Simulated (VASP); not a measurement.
# AlAs (hb.bB) (F-43m) in VASP: single point with PBE

Aim: the single point of AlAs (hb.bB) with PBE.

Everything below comes from runs of VASP 6.6.1. Logs are shortened: lines on timing, memory, paths and dates and some standing lists are left out, and cuts for length are marked.

## (1) The cell of the first run

Symmetry: F-43m, No. 216, cubic system. The conventional cell has a = 5.728 Å, b = 5.728 Å, c = 5.728 Å, α = 90.00°, β = 90.00°, γ = 90.00°. Within 3.3 Å of Al (site symmetry -43m) lie 4 As at 2.48 Å. As (site symmetry -43m) has 4 Al at 2.48 Å within 3.3 Å.

## (2) Single point, PBE

INCAR

```
PREC = Accurate
ENCUT = 500
EDIFF = 1E-6
ISMEAR = 0
SIGMA = 0.02
LREAL = F
LASPH = T
NELM = 120
ALGO = Normal
ISIF = 2
LWAVE = F
LCHARG = F
GGA = PE
NBANDS = 11
GGA_COMPAT = F
```

KPOINTS

```
regular mesh
0
Gamma
  8 8 8
```

POSCAR

```
AlAs
1.0
    0.0000000000      2.8638562135      2.8638562135
    2.8638562135      0.0000000000      2.8638562135
    2.8638562135      2.8638562135      0.0000000000
Al As
1 1
Direct
    0.0000000000      0.0000000000      0.0000000000
    0.2500000000      0.2500000000      0.2500000000
```

Potentials or basis: VASP PAW PBE potentials, release 64 (Al, As).

Command:

```bash
$ cat potpaw_PBE.64/Al/POTCAR potpaw_PBE.64/As/POTCAR > POTCAR
$ mpirun -np 1 vasp_std > vasp.out
```

OUTCAR:

```text
PREC = Accurate
   ENCUT = 500
   EDIFF = 1E-6
   ISMEAR = 0
   LREAL = F
   LASPH = T
   NELM = 120
   ISIF = 2
   GGA = PE

 ion  position               nearest neighbor table
   1  0.000  0.000  0.000-   2 2.48   2 2.48   2 2.48   2 2.48
   2  0.250  0.250  0.250-   1 2.48   1 2.48   1 2.48   1 2.48

  LATTYP: Found a face centered cubic cell.
 ALAT       =     5.7277124270

  Lattice vectors:

 A1 = (   0.0000000000,   2.8638562135,   2.8638562135)
 A2 = (   2.8638562135,   0.0000000000,   2.8638562135)
 A3 = (   2.8638562135,   2.8638562135,   0.0000000000)

Analysis of symmetry for initial positions (statically):
=====================================================================
 Subroutine PRICEL returns:
 Original cell was already a primitive cell.

 Routine SETGRP: Setting up the symmetry group for a
 face centered cubic supercell.

 Subroutine GETGRP returns: Found 24 space group operations
 (whereof 24 operations were pure point group operations)
 out of a pool of 48 trial point group operations.

The static configuration has the point symmetry T_d .

Analysis of symmetry for dynamics (positions and initial velocities):
=====================================================================
 Subroutine PRICEL returns:
 Original cell was already a primitive cell.

 Routine SETGRP: Setting up the symmetry group for a
 face centered cubic supercell.

 Subroutine GETGRP returns: Found 24 space group operations
 (whereof 24 operations were pure point group operations)
 out of a pool of 48 trial point group operations.

The dynamic configuration has the point symmetry T_d .

 Subroutine INISYM returns: Found 24 space group operations
 (whereof 24 operations are pure point group operations),
 and found     1 'primitive' translations

----------------------------------------------------------------------------------------

                                     Primitive cell

  volume of cell :      46.9768

  direct lattice vectors                    reciprocal lattice vectors
     0.000000000  2.863856214  2.863856214    -0.174589771  0.174589771  0.174589771
     2.863856214  0.000000000  2.863856214     0.174589771 -0.174589771  0.174589771
     2.863856214  2.863856214  0.000000000     0.174589771  0.174589771 -0.174589771

  length of vectors
     4.050104298  4.050104298  4.050104298     0.302398354  0.302398354  0.302398354

  position of ions in fractional coordinates (direct lattice)
     0.000000000  0.000000000  0.000000000
     0.250000000  0.250000000  0.250000000

  ion indices of the primitive-cell ions
   primitive index   ion index
                 1           1
                 2           2

----------------------------------------------------------------------------------------

 KPOINTS: regular mesh

Automatic generation of k-mesh.
 Grid dimensions read from file:
 generate k-points for:    8    8    8

 Generating k-lattice:

  Cartesian coordinates                     Fractional coordinates (reciprocal lattice)
    -0.021823721  0.021823721  0.021823721     0.125000000  0.000000000  0.000000000
     0.021823721 -0.021823721  0.021823721     0.000000000  0.125000000  0.000000000
     0.021823721  0.021823721 -0.021823721     0.000000000  0.000000000  0.125000000

  Length of vectors
     0.037799794  0.037799794  0.037799794

  Shift w.r.t. Gamma in fractional coordinates (k-lattice)
     0.000000000  0.000000000  0.000000000

 Subroutine IBZKPT returns following result:
 ===========================================

 Found     29 irreducible k-points:

 Following reciprocal coordinates:
            Coordinates               Weight
  0.000000  0.000000  0.000000      1.000000
  0.125000  0.000000  0.000000      8.000000
  0.250000  0.000000  0.000000      8.000000
  0.375000  0.000000  0.000000      8.000000
  0.500000  0.000000  0.000000      4.000000
  0.125000  0.125000  0.000000      6.000000
[... 16 lines left out ...]
  0.500000  0.250000  0.125000     48.000000
 -0.375000  0.250000  0.125000     24.000000
 [... further k-points ...]
   k-points           NKPTS =     29   k-points in BZ     NKDIM =     29   number of bands    NBANDS=     11
   number of dos      NEDOS =    301   number of ions     NIONS =      2
   total plane-waves  NPLWV =  27000
   dimension x,y,z NGX =    30 NGY =   30 NGZ =   30
   dimension x,y,z NGXF=    60 NGYF=   60 NGZF=   60
   ions per type =               1   1
   NGX,Y,Z   is equivalent  to a cutoff of  12.31, 12.31, 12.31 a.u.
   NGXF,Y,Z  is equivalent  to a cutoff of  24.63, 24.63, 24.63 a.u.
 SYSTEM =  unknown system
   PREC   = accura    normal or accurate (medium, high low for compatibility)
   ISTART =      0    job   : 0-new  1-cont  2-samecut
   ICHARG =      2    charge: 1-file 2-atom 10-const
   ISPIN  =      1    spin polarized calculation?
   LNONCOLLINEAR =      F non collinear calculations
   LSORBIT =      F    spin-orbit coupling
   LASPH  =      T    aspherical Exc in radial PAW
   ENCUT  =  500.0 eV  36.75 Ry    6.06 a.u.   7.38  7.38  7.38*2*pi/ulx,y,z
   NELM   =    120;   NELMIN=  2; NELMDL= -5     # of ELM steps
   EDIFF  = 0.1E-05   stopping-criterion for ELM
   LREAL  =      F    real-space projection
   EDIFFG = 0.1E-04   stopping-criterion for IOM
   NSW    =      0    number of steps for IOM
   IBRION =     -1    ionic relax: 0-MD 1-quasi-New 2-CG
   NFREE  =      0    steps in history (QN), initial steepest desc. (CG)
   ISIF   =      2    stress and relaxation
   ISYM   =      2    0-nonsym 1-usesym 2-fastsym
   POTIM  = 0.5000    time-step for ionic-motion
   TEBEG  =    0.0;   TEEND  =   0.0 temperature during run
   PSTRESS=    0.0 pullay stress
   NELECT =       8.0000    total number of electrons
   NUPDOWN=      -1.0000    fix difference up-down
   EMIN   =  10.00;   EMAX   =-10.00  energy-range for DOS
   EFERMI =   0.00;   METHOD = LEGACY
   ISMEAR =     0;   SIGMA  =   0.02  broadening in eV -4-tet -1-fermi 0-gaus
   EFERMI_NEDOS =   21; number of points for ismear=-14 and -15
   IALGO  =     38    algorithm
   IMIX   =      4    mixing-type and parameters
     AMIX     =   0.40;   BMIX     =  1.00
     AMIX_MAG =   1.60;   BMIX_MAG =  1.00
  volume/ion in A,a.u.               =      23.49       158.51
  Fermi-wavevector in a.u.,A,eV,Ry     =   0.907424  1.714783 11.203288  0.823418
  Thomas-Fermi vector in A             =   2.031230
   LORBIT       =      0    0 simple, 1 ext, 2 COOP (PROOUT), +10 PAW based schemes
   GGA     = PE    functional components
   LHFCALC =     F    Hartree Fock is set to
   AEXX    =    0.0000 exact exchange contribution
   IVDW    =     0    specifies the selected vdW correction
   LEPSILON=     F    determine dielectric tensor
   LRPA    =     F    only Hartree local field effects (RPA)
 non-spin polarized calculation
 Gauss-broadening in eV      SIGMA  =   0.02
  energy-cutoff  :      500.00
  volume of cell :       46.98
 maximum number of plane-waves:      1243
 NGX is ok and might be reduce to    30
   NGX = 15   NGY = 15   NGZ = 15

 number of electron       7.9999999 magnetization

 Free energy of the ion-electron system (eV)
  ---------------------------------------------------
  ext. energy  EPLUGINS =         0.00000000
  ---------------------------------------------------
  free energy    TOTEN  =        -9.38797865 eV

  energy without entropy =       -9.38797865  energy(sigma->0) =       -9.38797865

 E-fermi :   3.6751     XC(G=0):  -8.9050

 val. band max:        3.5946390302   @ k =   0.0000   0.0000   0.0000
 cond. band min:       5.0889165984   @ k =   0.5000   0.5000   0.0000
 fundamental gap:      1.4942775682
 Fermi energy:         3.6751233847

 k-point     1 :       0.0000    0.0000    0.0000
  band No.  band energies     occupation
      1      -8.0765      2.00000
      2       3.5946      2.00000
      3       3.5946      2.00000
      4       3.5946      2.00000
      5       5.3780      0.00000
      6       7.8218      0.00000
      7       7.8218      0.00000
      8       7.8218      0.00000
      9      12.2778      0.00000
     10      12.5371      0.00000
     11      12.5371      0.00000

 k-point     2 :       0.1250    0.0000    0.0000
  band No.  band energies     occupation
      1      -7.9305      2.00000
      2       2.1701      2.00000
      3       3.4391      2.00000
      4       3.4391      2.00000
      5       6.1773      0.00000
      6       8.0948      0.00000
      7       8.0948      0.00000
      8       8.1794      0.00000
      9      11.9550      0.00000
     10      11.9550      0.00000
     11      12.9978      0.00000

 k-point     3 :       0.2500    0.0000    0.0000
  band No.  band energies     occupation
      1      -7.5268      2.00000
      2       0.2703      2.00000
      3       3.1309      2.00000
      4       3.1309      2.00000
      5       6.0627      0.00000
      6       8.4398      0.00000
      7       8.4398      0.00000
      8       9.8421      0.00000
      9      11.8450      0.00000
     10      11.8450      0.00000
     11      12.8858      0.00000

 k-point     4 :       0.3750    0.0000    0.0000
  band No.  band energies     occupation
      1      -7.0091      2.00000
      2      -1.2183      2.00000
      3       2.8839      2.00000
      4       2.8839      2.00000
      5       5.7338      0.00000
      6       8.3532      0.00000
      7       8.3532      0.00000
      8      11.1878      0.00000
      9      13.0882      0.00000
     10      13.0882      0.00000
     11      13.1120      0.00000

 k-point     5 :       0.5000    0.0000    0.0000
  band No.  band energies     occupation
      1      -6.7359      2.00000
      2      -1.8239      2.00000
      3       2.7940      2.00000
      4       2.7940      2.00000
      5       5.6072      0.00000
      6       8.2479      0.00000
      7       8.2479      0.00000
      8      11.2769      0.00000
      9      14.5025      0.00000
     10      14.9925      0.00000
     11      14.9925      0.00000
[... 211 lines left out ...]
 k-point    21 :       0.5000    0.5000    0.0000
  band No.  band energies     occupation
      1      -6.2184      2.00000
      2      -1.7171      2.00000
      3       1.4985      2.00000
      4       1.4985      2.00000
      5       5.0889      0.00000
      6       5.8835      0.00000
      7      13.6565      0.00000
      8      13.6565      0.00000
      9      14.9894      0.00000
     10      15.9550      0.00000
     11      15.9550      0.00000

 k-point    22 :       0.3750    0.2500    0.1250
  band No.  band energies     occupation
      1      -7.1899      2.00000
      2      -0.1164      2.00000
      3       1.7147      2.00000
      4       2.6510      2.00000
      5       7.1494      0.00000
      6       7.6970      0.00000
      7       8.8674      0.00000
      8       9.9916      0.00000
      9      11.6329      0.00000
     10      13.8713      0.00000
     11      15.3785      0.00000

 k-point    23 :       0.5000    0.2500    0.1250
  band No.  band energies     occupation
      1      -6.7257      2.00000
      2      -1.0858      2.00000
      3       1.1434      2.00000
      4       2.2861      2.00000
      5       7.2017      0.00000
      6       7.9805      0.00000
      7       9.2835      0.00000
      8      10.3451      0.00000
      9      12.7646      0.00000
     10      13.9693      0.00000
     11      15.5883      0.00000

 k-point    24 :      -0.3750    0.2500    0.1250
  band No.  band energies     occupation
      1      -6.4885      2.00000
      2      -1.5394      2.00000
      3       0.9925      2.00000
      4       2.1114      2.00000
      5       7.1752      0.00000
      6       7.8056      0.00000
      7      10.1341      0.00000
      8      11.0979      0.00000
      9      11.8140      0.00000
     10      14.4582      0.00000
     11      15.6793      0.00000

 [... further k-points ...]

------------------------ aborting loop because EDIFF is reached ----------------------------------------

  FORCE on cell =-STRESS in cart. coord.  units (eV):
  Direction    XX          YY          ZZ          XY          YZ          ZX
  --------------------------------------------------------------------------------------
  -------------------------------------------------------------------------------------
  Total        0.0534164      0.0534164      0.0534164      0.0000000     -0.0000000      0.0000000
  in kB        1.8218052      1.8218052      1.8218052      0.0000000     -0.0000000      0.0000000
  external PRESSURE =       1.8218052 kB  Pullay stress =       0.0000000 kB

 VOLUME and BASIS-vectors are now :
 -----------------------------------------------------------------------------
  energy-cutoff  :      500.00
  volume of cell :       46.98
      direct lattice vectors                 reciprocal lattice vectors
     0.000000000  2.863856214  2.863856214    -0.174589771  0.174589771  0.174589771
     2.863856214  0.000000000  2.863856214     0.174589771 -0.174589771  0.174589771
     2.863856214  2.863856214  0.000000000     0.174589771  0.174589771 -0.174589771

 POSITION                                       TOTAL-FORCE (eV/Angst)
 -----------------------------------------------------------------------------------
      0.00000      0.00000      0.00000        -0.000000     -0.000000     -0.000000
      1.43193      1.43193      1.43193         0.000000      0.000000      0.000000
 -----------------------------------------------------------------------------------
    total drift:                               -0.000000     -0.000000     -0.000000

  FREE ENERGIE OF THE ION-ELECTRON SYSTEM (eV)
  ---------------------------------------------------
  free  energy   TOTEN  =        -9.3879786495 eV

  energy  without entropy=       -9.3879786495  energy(sigma->0) =       -9.38797865
```

Wall time 22 s (1 thread of Intel Xeon 8259CL, shared host); peak memory 0.17 GiB.

Results:

- Free energy: -9.3880 eV
- Pressure: 0.2 GPa
- Band gap on the k mesh: 1.49 eV, indirect (least direct gap 1.78 eV)

A k mesh can miss the band edges. Expect the measured gap to be larger: semilocal functionals such as PBE lack the derivative discontinuity.
